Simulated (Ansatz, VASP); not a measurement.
**One calculation of Ir, two programs**

```
CELL_PARAMETERS angstrom
0.00000 1.91970 1.91970
1.91970 0.00000 1.91970
1.91970 1.91970 0.00000
ATOMIC_POSITIONS crystal
Ir 0.00000 0.00000 0.00000
```

Alike in both runs: task single point; functional LDA; k mesh 8 × 8 × 8; occupations gaussian, width 0.1 eV; no spin polarisation.

|  | VASP | Ansatz |
| --- | --- | --- |
| version | VASP 6.6.1 | Ansatz 0.2.0 |
| potentials or method | VASP PAW LDA potentials, release 64 (Ir_sv_GW), cutoff 560 eV | scalar-relativistic, plane waves, PAW |
| valence electrons in the cell | 17 | 17 |

|  | VASP | Ansatz | Ansatz less VASP |
| --- | --- | --- | --- |
| gap on the k mesh at the Fermi level (eV) | none | none | - |
| pressure (GPa) | -7.5 | -7.1 | +0.42 |

LDA's correlation is that of Perdew and Zunger in VASP and of Perdew and Wang (1992) in Ansatz. A gap of «none» marks a metal or a gap that the smearing closes.

Neither program's run includes spin-orbit coupling.
